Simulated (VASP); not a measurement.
# ScSbTe (I4/mmm) in VASP: single point with r2SCAN

Aim: the single point of ScSbTe with r2SCAN.

Everything below comes from runs of VASP 6.6.1. Logs are shortened: lines on timing, memory, paths and dates and some standing lists are left out, and cuts for length are marked.

**1. The cell of the first run**

The structure is tetragonal, space group I4/mmm (No. 139). The conventional cell has a = 4.253 Å, b = 4.253 Å, c = 17.663 Å, α = 90.00°, β = 90.00°, γ = 90.00°. Within 4.0 Å of Sb (site symmetry mmm) lie 4 Sc at 2.93 Å and 4 Sb at 3.01 Å and 4 Te at 3.98 Å. Within 4.3 Å of Te (site symmetry 4mm) lie 5 Sc at 3.29 to 3.44 Å and 8 Te at 3.67 to 4.25 Å and 4 Sb at 3.98 Å. Sc (site symmetry 4mm) has 4 Sb at 2.93 Å and 5 Te at 3.29 to 3.44 Å and 5 Sc at 4.04 to 4.25 Å within 4.3 Å.

**2. Single point, r2SCAN**

POSCAR reads:

```
ScSbTe
1.0
    0.0000000000      4.2533000000      0.0000000000
    4.2533000000      0.0000000000      0.0000000000
    2.1266500000      2.1266500000     -8.8313040000
Sb Te Sc
2 2 2
Direct
    0.5000000000      0.0000000000      0.0000000000
    0.0000000000      0.5000000000      0.0000000000
    0.3095000000      0.3095000000      0.3810000000
    0.6905000000      0.6905000000      0.6190000000
    0.1145000000      0.1145000000      0.7710000000
    0.8855000000      0.8855000000      0.2290000000
```

INCAR.step1 reads:

```
SYSTEM = ScSbTe
  PREC = Accurate
  ENCUT = 520
  ISMEAR = -1
  SIGMA = 0.1
  LREAL = .False.
  LASPH = .True.
  NELM = 60
  NBANDS = 31
  GGA = PE
  ALGO = Normal
  EDIFF = 1E-4
  LWAVE = .True.
  LCHARG = .False.
```

INCAR.step2 reads:

```
SYSTEM = ScSbTe
  PREC = Accurate
  ENCUT = 520
  EDIFF = 1E-7
  ISMEAR = -1
  SIGMA = 0.1
  LREAL = .False.
  LASPH = .True.
  NELM = 60
  ALGO = Normal
  ISIF = 2
  LWAVE = .False.
  LCHARG = .False.
  METAGGA = R2SCAN
  LMIXTAU = .True.
  NBANDS = 31
  ISTART = 1
```

KPOINTS reads:

```
regular mesh
0
Gamma
  8 8 8
  0 0 0
```

Potentials or basis: VASP PAW PBE potentials, release 64 (Sb, Te, Sc_sv).

Command:

```console
> cat potpaw_PBE.64/Sb/POTCAR potpaw_PBE.64/Te/POTCAR potpaw_PBE.64/Sc_sv/POTCAR > POTCAR
> cp INCAR.step1 INCAR
> mpirun -np 1 vasp_std > vasp.out
> cp INCAR.step2 INCAR
> mpirun -np 1 vasp_std > vasp.out
```

OUTCAR:

```text
SYSTEM = ScSbTe
   PREC = Accurate
   ENCUT = 520
   EDIFF = 1E-7
   ISMEAR = -1
   LREAL = .False.
   LASPH = .True.
   NELM = 60
   ISIF = 2
   METAGGA = R2SCAN
   ISTART = 1

 ion  position               nearest neighbor table
   1  0.500  0.000  0.000-   5 2.93   5 2.93   6 2.93   6 2.93   2 3.01   2 3.01   2 3.01   2 3.01

   2  0.000  0.500  0.000-   5 2.93   5 2.93   6 2.93   6 2.93   1 3.01   1 3.01   1 3.01   1 3.01

   3  0.309  0.309  0.381-   6 3.29   6 3.29   6 3.29   6 3.29   5 3.44   4 3.67   4 3.67   4 3.67
                             4 3.67
   4  0.691  0.691  0.619-   5 3.29   5 3.29   5 3.29   5 3.29   6 3.44   3 3.67   3 3.67   3 3.67
                             3 3.67
   5  0.114  0.114  0.771-   1 2.93   2 2.93   2 2.93   1 2.93   4 3.29   4 3.29   4 3.29   4 3.29
                             3 3.44
   6  0.886  0.886  0.229-   1 2.93   2 2.93   1 2.93   2 2.93   3 3.29   3 3.29   3 3.29   3 3.29
                             4 3.44

  LATTYP: Found a body centered tetragonal cell.
 ALAT       =     4.2533000000
 C/A-ratio  =     4.1526833282

  Lattice vectors:

 A1 = (  -2.1266500000,   2.1266500000,   8.8313040000)
 A2 = (   2.1266500000,  -2.1266500000,   8.8313040000)
 A3 = (   2.1266500000,   2.1266500000,  -8.8313040000)

Analysis of symmetry for initial positions (statically):
=====================================================================
 Subroutine PRICEL returns:
 Original cell was already a primitive cell.

 Routine SETGRP: Setting up the symmetry group for a
 body centered tetragonal supercell.

 Subroutine GETGRP returns: Found 16 space group operations
 (whereof 16 operations were pure point group operations)
 out of a pool of 16 trial point group operations.

The static configuration has the point symmetry D_4h.

Analysis of symmetry for dynamics (positions and initial velocities):
=====================================================================
 Subroutine PRICEL returns:
 Original cell was already a primitive cell.

 Routine SETGRP: Setting up the symmetry group for a
 body centered tetragonal supercell.

 Subroutine GETGRP returns: Found 16 space group operations
 (whereof 16 operations were pure point group operations)
 out of a pool of 16 trial point group operations.

The dynamic configuration has the point symmetry D_4h.

 Subroutine INISYM returns: Found 16 space group operations
 (whereof 16 operations are pure point group operations),
 and found     1 'primitive' translations

----------------------------------------------------------------------------------------

                                     Primitive cell

  volume of cell :     159.7632

  direct lattice vectors                    reciprocal lattice vectors
     0.000000000  4.253300000  0.000000000     0.000000000  0.235111560  0.056616780
     4.253300000  0.000000000  0.000000000     0.235111560  0.000000000  0.056616780
     2.126650000  2.126650000 -8.831304000     0.000000000  0.000000000 -0.113233561

  length of vectors
     4.253300000  4.253300000  9.329373547     0.241832392  0.241832392  0.113233561

  position of ions in fractional coordinates (direct lattice)
     0.500000000  0.000000000  0.000000000
     0.000000000  0.500000000  0.000000000
     0.309500000  0.309500000  0.381000000
     0.690500000  0.690500000  0.619000000
     0.114500000  0.114500000  0.771000000
     0.885500000  0.885500000  0.229000000

  ion indices of the primitive-cell ions
   primitive index   ion index
                 1           1
                 2           2
                 3           3
                 4           4
                 5           5
                 6           6

----------------------------------------------------------------------------------------

 KPOINTS: regular mesh

Automatic generation of k-mesh.
 Grid dimensions read from file:
 generate k-points for:    8    8    8

 Generating k-lattice:

  Cartesian coordinates                     Fractional coordinates (reciprocal lattice)
     0.000000000  0.029388945  0.007077098     0.125000000  0.000000000  0.000000000
     0.029388945  0.000000000  0.007077098     0.000000000  0.125000000  0.000000000
     0.000000000  0.000000000 -0.014154195     0.000000000  0.000000000  0.125000000

  Length of vectors
     0.030229049  0.030229049  0.014154195

  Shift w.r.t. Gamma in fractional coordinates (k-lattice)
     0.000000000  0.000000000  0.000000000

 Subroutine IBZKPT returns following result:
 ===========================================

 Found     59 irreducible k-points:

 Following reciprocal coordinates:
            Coordinates               Weight
  0.000000  0.000000  0.000000      1.000000
  0.125000  0.000000  0.000000      8.000000
  0.250000  0.000000  0.000000      8.000000
  0.375000  0.000000 -0.000000      8.000000
  0.500000  0.000000  0.000000      4.000000
  0.125000  0.125000  0.000000      8.000000
[... 16 lines left out ...]
  0.250000  0.000000  0.125000      4.000000
  0.375000  0.000000  0.125000      8.000000
 [... further k-points ...]
   k-points           NKPTS =     59   k-points in BZ     NKDIM =     59   number of bands    NBANDS=     31
   number of dos      NEDOS =    301   number of ions     NIONS =      6
   total plane-waves  NPLWV =  71680
   dimension x,y,z NGX =    32 NGY =   32 NGZ =   70
   dimension x,y,z NGXF=    64 NGYF=   64 NGZF=  140
   ions per type =               2   2   2
   NGX,Y,Z   is equivalent  to a cutoff of  12.51, 12.51, 12.47 a.u.
   NGXF,Y,Z  is equivalent  to a cutoff of  25.02, 25.02, 24.95 a.u.
 SYSTEM =  ScSbTe
   PREC   = accura    normal or accurate (medium, high low for compatibility)
   ISTART =      1    job   : 0-new  1-cont  2-samecut
   ICHARG =      0    charge: 1-file 2-atom 10-const
   ISPIN  =      1    spin polarized calculation?
   LNONCOLLINEAR =      F non collinear calculations
   LSORBIT =      F    spin-orbit coupling
   LASPH  =      T    aspherical Exc in radial PAW
   ENCUT  =  520.0 eV  38.22 Ry    6.18 a.u.   7.91  7.91 17.35*2*pi/ulx,y,z
   NELM   =     60;   NELMIN=  2; NELMDL=  0     # of ELM steps
   EDIFF  = 0.1E-06   stopping-criterion for ELM
   LREAL  =      F    real-space projection
   EDIFFG = 0.1E-05   stopping-criterion for IOM
   NSW    =      0    number of steps for IOM
   IBRION =     -1    ionic relax: 0-MD 1-quasi-New 2-CG
   NFREE  =      0    steps in history (QN), initial steepest desc. (CG)
   ISIF   =      2    stress and relaxation
   ISYM   =      2    0-nonsym 1-usesym 2-fastsym
   POTIM  = 0.5000    time-step for ionic-motion
   TEBEG  =    0.0;   TEEND  =   0.0 temperature during run
   PSTRESS=    0.0 pullay stress
   NELECT =      44.0000    total number of electrons
   NUPDOWN=      -1.0000    fix difference up-down
   EMIN   =  10.00;   EMAX   =-10.00  energy-range for DOS
   EFERMI =   0.00;   METHOD = LEGACY
   ISMEAR =    -1;   SIGMA  =   0.10  broadening in eV -4-tet -1-fermi 0-gaus
   EFERMI_NEDOS =   21; number of points for ismear=-14 and -15
   IALGO  =     38    algorithm
   IMIX   =      4    mixing-type and parameters
     AMIX     =   0.40;   BMIX     =  1.00
     AMIX_MAG =   1.60;   BMIX_MAG =  1.00
  volume/ion in A,a.u.               =      26.63       179.69
  Fermi-wavevector in a.u.,A,eV,Ry     =   1.065124  2.012792 15.435657  1.134489
  Thomas-Fermi vector in A             =   2.200665
   LORBIT       =      0    0 simple, 1 ext, 2 COOP (PROOUT), +10 PAW based schemes
   METAGGA = R2SCAN    functional components
   LHFCALC =     F    Hartree Fock is set to
   AEXX    =    0.0000 exact exchange contribution
   IVDW    =     0    specifies the selected vdW correction
   LEPSILON=     F    determine dielectric tensor
   LRPA    =     F    only Hartree local field effects (RPA)
 non-spin polarized calculation
  energy-cutoff  :      520.00
  volume of cell :      159.76
 maximum number of plane-waves:      4333
   NGX = 15   NGY = 15   NGZ = 35

 number of electron      44.0000005 magnetization

 Free energy of the ion-electron system (eV)
  ---------------------------------------------------
  ext. energy  EPLUGINS =         0.00000000
  ---------------------------------------------------
  free energy    TOTEN  =      -129.35655641 eV

  energy without entropy =     -129.24726224  energy(sigma->0) =     -129.30190932

 E-fermi :   6.4717     XC(G=0): -10.4383

 val. band max:        6.4624584586   @ k =  -0.2500  -0.2500   0.1250
 cond. band min:       6.4792954129   @ k =  -0.2500   0.1250   0.0000
 fundamental gap:      0.0168369543
 Fermi energy:         6.4716797042

 k-point     1 :       0.0000    0.0000    0.0000
  band No.  band energies     occupation
      1     -45.7692      2.00000
      2     -45.7684      2.00000
      3     -23.4745      2.00000
      4     -23.4536      2.00000
      5     -23.4036      2.00000
      6     -23.4036      2.00000
[... 23 lines left out ...]
     30       9.0886      0.00000
     31       9.0886      0.00000

 k-point     2 :       0.1250    0.0000    0.0000
  band No.  band energies     occupation
      1     -45.7691      2.00000
      2     -45.7683      2.00000
      3     -23.4741      2.00000
      4     -23.4531      2.00000
      5     -23.4059      2.00000
      6     -23.4034      2.00000
[... 23 lines left out ...]
     30       8.7887      0.00000
     31       8.7938      0.00000

 k-point     3 :       0.2500    0.0000    0.0000
  band No.  band energies     occupation
      1     -45.7689      2.00000
      2     -45.7681      2.00000
      3     -23.4730      2.00000
      4     -23.4520      2.00000
      5     -23.4115      2.00000
      6     -23.4077      2.00000
[... 23 lines left out ...]
     30       8.7292      0.00000
     31       8.8765      0.00000

 k-point     4 :       0.3750    0.0000   -0.0000
  band No.  band energies     occupation
      1     -45.7687      2.00000
      2     -45.7678      2.00000
      3     -23.4719      2.00000
      4     -23.4509      2.00000
      5     -23.4170      2.00000
      6     -23.4136      2.00000
[... 635 lines left out ...]
     30       9.0780      0.00000
     31       9.0780      0.00000

 k-point    23 :       0.2500    0.0000    0.1250
  band No.  band energies     occupation
      1     -45.7689      2.00000
      2     -45.7681      2.00000
      3     -23.4731      2.00000
      4     -23.4520      2.00000
      5     -23.4115      2.00000
      6     -23.4077      2.00000
[... 23 lines left out ...]
     30       8.7320      0.00000
     31       8.8172      0.00000

 k-point    24 :       0.3750    0.0000    0.1250
  band No.  band energies     occupation
      1     -45.7687      2.00000
      2     -45.7678      2.00000
      3     -23.4720      2.00000
      4     -23.4508      2.00000
      5     -23.4170      2.00000
      6     -23.4136      2.00000
[... 23 lines left out ...]
     30       8.8692      0.00000
     31       9.3114      0.00000

 [... further k-points ...]
[... 5 lines left out ...]
  --------------------------------------------------------------------------------------
  -------------------------------------------------------------------------------------
  Total       -0.9030986     -0.9030986      1.7784166      0.0000000      0.0000000      0.0000000
  in kB       -9.0566775     -9.0566775     17.8347581      0.0000000      0.0000000      0.0000000
  external PRESSURE =      -0.0928657 kB  Pullay stress =       0.0000000 kB

 VOLUME and BASIS-vectors are now :
 -----------------------------------------------------------------------------
  energy-cutoff  :      520.00
  volume of cell :      159.76
      direct lattice vectors                 reciprocal lattice vectors
     0.000000000  4.253300000  0.000000000     0.000000000  0.235111560  0.056616780
     4.253300000  0.000000000  0.000000000     0.235111560  0.000000000  0.056616780
     2.126650000  2.126650000 -8.831304000     0.000000000  0.000000000 -0.113233561

 POSITION                                       TOTAL-FORCE (eV/Angst)
 -----------------------------------------------------------------------------------
      0.00000      2.12665      0.00000         0.000000      0.000000      0.000000
      2.12665      0.00000      0.00000         0.000000      0.000000      0.000000
      2.12665      2.12665     -3.36473        -0.000000     -0.000000      0.455614
      4.25330      4.25330     -5.46658         0.000000      0.000000     -0.455614
      2.12665      2.12665     -6.80894         0.000000      0.000000      2.388777
      4.25330      4.25330     -2.02237        -0.000000     -0.000000     -2.388777
 -----------------------------------------------------------------------------------
    total drift:                                0.000000      0.000000     -0.000000

  FREE ENERGIE OF THE ION-ELECTRON SYSTEM (eV)
  ---------------------------------------------------
  free  energy   TOTEN  =      -129.3565564105 eV

  energy  without entropy=     -129.2472622364  energy(sigma->0) =     -129.30190932
```

Run time: 12 min. Hardware: 1 thread of Intel Xeon Platinum 8488C (Sapphire Rapids), shared host; peak memory 0.47 GiB.

Results:

| Item | Value |
| --- | --- |
| Free energy | -129.3566 eV |
| Pressure | 0.0 GPa |
| Largest force | 2.389 eV/Å |
| Band gap on the k mesh | zero (bands 22 and 23 overlap by 0.36 eV) |

Forces in eV/Å, atoms in the order of the input:
```
Sb   0.000  0.000  0.000
Sb   0.000  0.000  0.000
Te   0.000  0.000  0.456
Te   0.000  0.000 -0.456
Sc   0.000  0.000  2.389
Sc   0.000  0.000 -2.389
```

Stress tensor (GPa, compression positive):
```
-0.91  0.00  0.00
 0.00 -0.91  0.00
 0.00  0.00  1.78
```

Caveat: the PAW data sets were made with another functional, which shifts forces and pressure a little; spin-orbit coupling is left out, which moves the levels of the heavy elements.
